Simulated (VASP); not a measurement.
Write the native input for VASP 6.6.1 that does the following.

```
Task                   : single point
Functional             : PBE
Potentials or basis    : VASP PAW PBE potentials, release 64 (Al, B, As)
Cutoff                 : 520 eV
k mesh                 : 6 × 6 × 6
Occupations            : gaussian, width 0.1 eV
Spin                   : no spin polarisation
Dipole correction      : no
Further INCAR settings : ALGO = Normal; EDIFF = 1e-06; NBANDS = 20
```

The structure of Al3BAs2 lies in POSCAR:

```
Al3BAs2
1.0
    2.6720727900      1.5427219500      4.0884073200
   -2.6720727900      1.5427219500      4.0884073200
    0.0000000000     -3.0854438900      4.0884073200
Al B As
3 1 2
Direct
    0.0000000000      0.5000000000      0.0000000000
    0.5000000000      0.0000000000      0.0000000000
    0.0000000000      0.0000000000      0.5000000000
    0.0000000000      0.0000000000      0.0000000000
    0.6272294500      0.6272294500      0.6272294500
    0.3727705500      0.3727705500      0.3727705500
```

One way to write it, as run:

INCAR

```
SYSTEM = Al3BAs2
ALGO = Normal
EDIFF = 1E-6
ENCUT = 520
GGA = PE
ISIF = 2
ISMEAR = 0
LASPH = .TRUE.
LCHARG = .FALSE.
LREAL = .FALSE.
LWAVE = .FALSE.
NBANDS = 20
NELM = 60
PREC = Accurate
SIGMA = 0.1
```

KPOINTS

```
k-points
0
G
  6 6 6
  0 0 0
```

Potentials or basis: VASP PAW PBE potentials, release 64 (Al, B, As).

Launch:

```bash
$ cat potpaw_PBE.64/Al/POTCAR potpaw_PBE.64/B/POTCAR potpaw_PBE.64/As/POTCAR > POTCAR
$ mpirun -np 1 vasp_std > vasp.out
```

It gave:

```
Pressure               : -5.0 GPa
Largest force          : 0.164 eV/Å
Band gap on the k mesh : zero (band 11 reaches 7.58 eV, above the bottom of band 12 at 4.82 eV)
```

Run time: 33 s on 1 thread of AMD EPYC 9R45 96-Core Processor (Zen 5), on a shared host, peak memory 0.23 GiB.
